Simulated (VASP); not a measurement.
# Rh (Fm-3m) in VASP: a series of runs

The runs below take Rh through single point, relaxation of volume and atoms at fixed shape, with r2SCAN.

All numbers are computed with VASP 6.6.1; they aren't measurements. Logs are shortened: lines on timing, memory, paths and dates and some standing lists are left out, and cuts for length are marked.

## (1) The cell of the first run

It takes space group Fm-3m (No. 225, cubic). Conventional cell: a = 3.805 Å, b = 3.805 Å, c = 3.805 Å, α = 90.00°, β = 90.00°, γ = 90.00°. Rh (site symmetry m-3m) has 12 Rh at 2.69 Å within 3.5 Å.

## (2) Single point, r2SCAN

POSCAR

```
Rh
1.0
    0.0000000000      1.9026801449      1.9026801449
    1.9026801449      0.0000000000      1.9026801449
    1.9026801449      1.9026801449      0.0000000000
Rh
1
Direct
    0.0000000000      0.0000000000      0.0000000000
```

INCAR.step1

```
ALGO = Normal ; EDIFF = 1E-4
ENCUT = 520 ; GGA = PE
ISMEAR = -1 ; LASPH = True
LCHARG = False ; LREAL = False
LWAVE = True ; NBANDS = 14
NELM = 100 ; PREC = Accurate
SIGMA = 0.1
```

INCAR.step2

```
ALGO = Normal ; EDIFF = 1E-7
ENCUT = 520 ; ISIF = 2
ISMEAR = -1 ; ISTART = 1
LASPH = True ; LCHARG = False
LMIXTAU = True ; LREAL = False
LWAVE = False ; METAGGA = R2SCAN
NBANDS = 14 ; NELM = 100
PREC = Accurate ; SIGMA = 0.1
```

KPOINTS

```
k-points
0
Gamma
  8 8 8
```

Potentials or basis: VASP PAW PBE potentials, release 64 (Rh_pv).

Started as:

```sh
$ cat potpaw_PBE.64/Rh_pv/POTCAR > POTCAR
$ cp INCAR.step1 INCAR
$ mpirun -np 1 vasp_std > vasp.out
$ cp INCAR.step2 INCAR
$ mpirun -np 1 vasp_std > vasp.out
```

OUTCAR:

```text
EDIFF = 1E-7
   ENCUT = 520
   ISIF = 2
   ISMEAR = -1
   ISTART = 1
   LASPH = True
   LREAL = False
   METAGGA = R2SCAN
   NELM = 100
   PREC = Accurate

 ion  position               nearest neighbor table
   1  0.000  0.000  0.000-

  LATTYP: Found a face centered cubic cell.
 ALAT       =     3.8053602898

  Lattice vectors:

 A1 = (   0.0000000000,   1.9026801449,   1.9026801449)
 A2 = (   1.9026801449,   0.0000000000,   1.9026801449)
 A3 = (   1.9026801449,   1.9026801449,   0.0000000000)

Analysis of symmetry for initial positions (statically):
=====================================================================
 Subroutine PRICEL returns:
 Original cell was already a primitive cell.

 Routine SETGRP: Setting up the symmetry group for a
 face centered cubic supercell.

 Subroutine GETGRP returns: Found 48 space group operations
 (whereof 48 operations were pure point group operations)
 out of a pool of 48 trial point group operations.

The static configuration has the point symmetry O_h .

Analysis of symmetry for dynamics (positions and initial velocities):
=====================================================================
 Subroutine PRICEL returns:
 Original cell was already a primitive cell.

 Routine SETGRP: Setting up the symmetry group for a
 face centered cubic supercell.

 Subroutine GETGRP returns: Found 48 space group operations
 (whereof 48 operations were pure point group operations)
 out of a pool of 48 trial point group operations.

The dynamic configuration has the point symmetry O_h .

 Subroutine INISYM returns: Found 48 space group operations
 (whereof 48 operations are pure point group operations),
 and found     1 'primitive' translations

----------------------------------------------------------------------------------------

                                     Primitive cell

  volume of cell :      13.7761

  direct lattice vectors                    reciprocal lattice vectors
     0.000000000  1.902680145  1.902680145    -0.262787206  0.262787206  0.262787206
     1.902680145  0.000000000  1.902680145     0.262787206 -0.262787206  0.262787206
     1.902680145  1.902680145  0.000000000     0.262787206  0.262787206 -0.262787206

  length of vectors
     2.690796066  2.690796066  2.690796066     0.455160793  0.455160793  0.455160793

  position of ions in fractional coordinates (direct lattice)
     0.000000000  0.000000000  0.000000000

  ion indices of the primitive-cell ions
   primitive index   ion index
                 1           1

----------------------------------------------------------------------------------------

 KPOINTS: k-points

Automatic generation of k-mesh.
 Grid dimensions read from file:
 generate k-points for:    8    8    8

 Generating k-lattice:

  Cartesian coordinates                     Fractional coordinates (reciprocal lattice)
    -0.032848401  0.032848401  0.032848401     0.125000000  0.000000000  0.000000000
     0.032848401 -0.032848401  0.032848401     0.000000000  0.125000000  0.000000000
     0.032848401  0.032848401 -0.032848401     0.000000000  0.000000000  0.125000000

  Length of vectors
     0.056895099  0.056895099  0.056895099

  Shift w.r.t. Gamma in fractional coordinates (k-lattice)
     0.000000000  0.000000000  0.000000000

 Subroutine IBZKPT returns following result:
 ===========================================

 Found     29 irreducible k-points:

 Following reciprocal coordinates:
            Coordinates               Weight
  0.000000  0.000000  0.000000      1.000000
  0.125000  0.000000  0.000000      8.000000
  0.250000  0.000000  0.000000      8.000000
  0.375000  0.000000  0.000000      8.000000
  0.500000  0.000000  0.000000      4.000000
  0.125000  0.125000  0.000000      6.000000
[... 16 lines left out ...]
  0.500000  0.250000  0.125000     48.000000
 -0.375000  0.250000  0.125000     24.000000
 [... further k-points ...]
   k-points           NKPTS =     29   k-points in BZ     NKDIM =     29   number of bands    NBANDS=     14
   number of dos      NEDOS =    301   number of ions     NIONS =      1
   total plane-waves  NPLWV =   8000
   dimension x,y,z NGX =    20 NGY =   20 NGZ =   20
   dimension x,y,z NGXF=    40 NGYF=   40 NGZF=   40
   ions per type =               1
   NGX,Y,Z   is equivalent  to a cutoff of  12.36, 12.36, 12.36 a.u.
   NGXF,Y,Z  is equivalent  to a cutoff of  24.71, 24.71, 24.71 a.u.
 SYSTEM =  unknown system
   PREC   = accura    normal or accurate (medium, high low for compatibility)
   ISTART =      1    job   : 0-new  1-cont  2-samecut
   ICHARG =      0    charge: 1-file 2-atom 10-const
   ISPIN  =      1    spin polarized calculation?
   LNONCOLLINEAR =      F non collinear calculations
   LSORBIT =      F    spin-orbit coupling
   LASPH  =      T    aspherical Exc in radial PAW
   ENCUT  =  520.0 eV  38.22 Ry    6.18 a.u.   5.00  5.00  5.00*2*pi/ulx,y,z
   NELM   =    100;   NELMIN=  2; NELMDL=  0     # of ELM steps
   EDIFF  = 0.1E-06   stopping-criterion for ELM
   LREAL  =      F    real-space projection
   EDIFFG = 0.1E-05   stopping-criterion for IOM
   NSW    =      0    number of steps for IOM
   IBRION =     -1    ionic relax: 0-MD 1-quasi-New 2-CG
   NFREE  =      0    steps in history (QN), initial steepest desc. (CG)
   ISIF   =      2    stress and relaxation
   ISYM   =      2    0-nonsym 1-usesym 2-fastsym
   POTIM  = 0.5000    time-step for ionic-motion
   TEBEG  =    0.0;   TEEND  =   0.0 temperature during run
   PSTRESS=    0.0 pullay stress
   NELECT =      15.0000    total number of electrons
   NUPDOWN=      -1.0000    fix difference up-down
   EMIN   =  10.00;   EMAX   =-10.00  energy-range for DOS
   EFERMI =   0.00;   METHOD = LEGACY
   ISMEAR =    -1;   SIGMA  =   0.10  broadening in eV -4-tet -1-fermi 0-gaus
   EFERMI_NEDOS =   21; number of points for ismear=-14 and -15
   IALGO  =     38    algorithm
   IMIX   =      4    mixing-type and parameters
     AMIX     =   0.40;   BMIX     =  1.00
     AMIX_MAG =   1.60;   BMIX_MAG =  1.00
  volume/ion in A,a.u.               =      13.78        92.97
  Fermi-wavevector in a.u.,A,eV,Ry     =   1.684210  3.182695 38.593768  2.836562
  Thomas-Fermi vector in A             =   2.767273
   LORBIT       =      0    0 simple, 1 ext, 2 COOP (PROOUT), +10 PAW based schemes
   METAGGA = R2SCAN    functional components
   LHFCALC =     F    Hartree Fock is set to
   AEXX    =    0.0000 exact exchange contribution
   IVDW    =     0    specifies the selected vdW correction
   LEPSILON=     F    determine dielectric tensor
   LRPA    =     F    only Hartree local field effects (RPA)
 non-spin polarized calculation
  energy-cutoff  :      520.00
  volume of cell :       13.78
 maximum number of plane-waves:       388
   NGX =  9   NGY =  9   NGZ =  9

 number of electron      15.0000007 magnetization

 Free energy of the ion-electron system (eV)
  ---------------------------------------------------
  ext. energy  EPLUGINS =         0.00000000
  ---------------------------------------------------
  free energy    TOTEN  =       -24.13684620 eV

  energy without entropy =      -24.08350910  energy(sigma->0) =      -24.11017765

 E-fermi :  11.7482     XC(G=0): -15.1783

 val. band max:       11.7236484738   @ k =  -0.3750   0.2500   0.0000
 cond. band min:      11.7964284870   @ k =   0.3750   0.0000   0.0000
 fundamental gap:      0.0727800132
 Fermi energy:        11.7482393982

 k-point     1 :       0.0000    0.0000    0.0000
  band No.  band energies     occupation
      1     -36.0477      2.00000
      2     -36.0477      2.00000
      3     -36.0477      2.00000
      4       3.5405      2.00000
      5       8.5603      2.00000
      6       8.5603      2.00000
      7       8.5603      2.00000
      8      10.6534      1.99996
      9      10.6534      1.99996
     10      28.4045      0.00000
     11      29.1704      0.00000
     12      34.1508      0.00000
     13      34.1508      0.00000
     14      34.1508      0.00000

 k-point     2 :       0.1250    0.0000    0.0000
  band No.  band energies     occupation
      1     -36.1659      2.00000
      2     -36.0636      2.00000
      3     -36.0636      2.00000
      4       4.1692      2.00000
      5       8.3169      2.00000
      6       8.7821      2.00000
      7       8.7821      2.00000
      8      10.5532      1.99999
      9      10.5532      1.99999
     10      29.1694      0.00000
     11      29.2390      0.00000
     12      31.5165      0.00000
     13      35.0659      0.00000
     14      35.0659      0.00000

 k-point     3 :       0.2500    0.0000    0.0000
  band No.  band energies     occupation
      1     -36.4461      2.00000
      2     -36.1019      2.00000
      3     -36.1019      2.00000
      4       5.3855      2.00000
      5       8.4528      2.00000
      6       8.9160      2.00000
      7       8.9160      2.00000
      8      10.8458      1.99976
      9      10.8458      1.99976
     10      27.5434      0.00000
     11      29.1704      0.00000
     12      30.0439      0.00000
     13      37.1897      0.00000
     14      37.1897      0.00000
[... 324 lines left out ...]
 k-point    23 :       0.5000    0.2500    0.1250
  band No.  band energies     occupation
      1     -36.6608      2.00000
      2     -36.3339      2.00000
      3     -36.1967      2.00000
      4       6.6380      2.00000
      5       7.6809      2.00000
      6       8.2641      2.00000
      7       9.9362      2.00000
      8      11.5992      1.63218
      9      15.0290      0.00000
     10      23.9115      0.00000
     11      28.3032      0.00000
     12      29.1696      0.00000
     13      30.2728      0.00000
     14      35.1034      0.00000

 k-point    24 :      -0.3750    0.2500    0.1250
  band No.  band energies     occupation
      1     -36.7239      2.00000
      2     -36.3612      2.00000
      3     -36.2213      2.00000
      4       6.5601      2.00000
      5       7.4266      2.00000
      6       9.0032      2.00000
      7       9.6286      2.00000
      8      12.1219      0.04654
      9      17.4236      0.00000
     10      20.5844      0.00000
     11      28.5113      0.00000
     12      29.1625      0.00000
     13      29.3207      0.00000
     14      33.8665      0.00000

 [... further k-points ...]
[... 5 lines left out ...]
  --------------------------------------------------------------------------------------
  -------------------------------------------------------------------------------------
  Total        0.1023527      0.1023527      0.1023527      0.0000000      0.0000000      0.0000000
  in kB       11.9037157     11.9037157     11.9037157      0.0000000      0.0000000      0.0000000
  external PRESSURE =      11.9037157 kB  Pullay stress =       0.0000000 kB

 VOLUME and BASIS-vectors are now :
 -----------------------------------------------------------------------------
  energy-cutoff  :      520.00
  volume of cell :       13.78
      direct lattice vectors                 reciprocal lattice vectors
     0.000000000  1.902680145  1.902680145    -0.262787206  0.262787206  0.262787206
     1.902680145  0.000000000  1.902680145     0.262787206 -0.262787206  0.262787206
     1.902680145  1.902680145  0.000000000     0.262787206  0.262787206 -0.262787206

 POSITION                                       TOTAL-FORCE (eV/Angst)
 -----------------------------------------------------------------------------------
      0.00000      0.00000      0.00000         0.000000      0.000000      0.000000
 -----------------------------------------------------------------------------------
    total drift:                                0.000000      0.000000      0.000000

  FREE ENERGIE OF THE ION-ELECTRON SYSTEM (eV)
  ---------------------------------------------------
  free  energy   TOTEN  =       -24.1368462031 eV

  energy  without entropy=      -24.0835091036  energy(sigma->0) =      -24.11017765
```

It took 18 s on 1 thread of Intel Xeon Platinum 8488C (Sapphire Rapids), shared host; peak memory 0.13 GiB.

What came out:

```yaml
Free_energy: -24.1368 eV
Pressure: 1.2 GPa
```

Caveat: the PAW data sets were made with another functional, which shifts forces and pressure a little.

## (3) Relaxation of volume and atoms at fixed shape, r2SCAN

This run uses another cell than the first one, of 13.67 Å³/atom, 0.992 times its volume.

POSCAR

```
Rh
1.0
    0.0000000000      1.8978500000      1.8978500000
    1.8978500000      0.0000000000      1.8978500000
    1.8978500000      1.8978500000      0.0000000000
Rh
1
Direct
    0.0000000000      0.0000000000      0.0000000000
```

INCAR.step1

```
PREC = Accurate ; ENCUT = 600
ISMEAR = -1 ; SIGMA = 0.1
LREAL = False ; LASPH = True
NELM = 80 ; GGA = PE
ALGO = Normal ; EDIFF = 1E-4
LWAVE = True ; LCHARG = False
```

INCAR.step2

```
PREC = Accurate ; ENCUT = 600
EDIFF = 1E-7 ; ISMEAR = -1
SIGMA = 0.1 ; LREAL = False
LASPH = True ; NELM = 80
ALGO = Normal ; ISIF = 8
LWAVE = False ; LCHARG = False
METAGGA = R2SCAN ; LMIXTAU = True
IBRION = 2 ; NSW = 80
EDIFFG = -0.02 ; ISTART = 1
```

KPOINTS

```
Automatic mesh
0
Gamma
  8 8 8
```

Potentials or basis: VASP PAW PBE potentials, release 64 (Rh_pv).

Started as:

```sh
$ cat potpaw_PBE.64/Rh_pv/POTCAR > POTCAR
$ cp INCAR.step1 INCAR
$ mpirun -np 1 vasp_std > vasp.out
$ cp INCAR.step2 INCAR
$ mpirun -np 1 vasp_std > vasp.out
```

Run time: 51 s. Hardware: 1 thread of Intel Xeon Platinum 8488C (Sapphire Rapids), shared host; peak memory 0.15 GiB.

The run converged. Its results:

```yaml
Free_energy: -24.1361 eV
Relaxed_volume: 13.83 Å³/atom
Relaxed_cell: a = 2.694 Å, b = 2.694 Å, c = 2.694 Å, α = 60.00°, β = 60.00°, γ = 60.00°
Space_group_after_relaxing_to_0.05_Å: Fm-3m (No. 225)
Energy_gained_by_relaxing: 1.6 meV/atom
Ionic_steps: 3
Pressure_after_relaxing: 0.0 GPa
```

The path:
```csv
step,energy change (eV),largest force (eV/Å),pressure (GPa),volume (Å³)
1,0.0000,0.0000,3.31,13.67
2,0.0082,0.0000,-7.48,14.24
3,-0.0016,0.0000,0.00,13.83
```

Final structure:
```xyz
1
Lattice="0.0000 1.9052 1.9052 1.9052 0.0000 1.9052 1.9052 1.9052 0.0000" Properties=species:S:1:pos:R:3 pbc="T T T"
Rh    0.0000    0.0000    0.0000
```

Levels at points of the mesh, in eV from the Fermi level:
```
           k point  band 4  band 5  band 6  band 7  band 8  band 9  band 10  band 11
(0.00, 0.00, 0.00)   -8.18   -3.17   -3.17   -3.17   -1.09   -1.09    16.66    17.43
(0.50, 0.00, 0.00)   -6.32   -3.28   -3.28    0.56    0.56    0.87     8.99    16.22
(0.50, 0.50, 0.00)   -6.52   -6.15    0.48    1.01    1.01    3.43    12.76    13.92
```

Caveat: the PAW data sets were made with another functional, which shifts forces and pressure a little. Zero-point motion and thermal expansion aren't in these numbers.
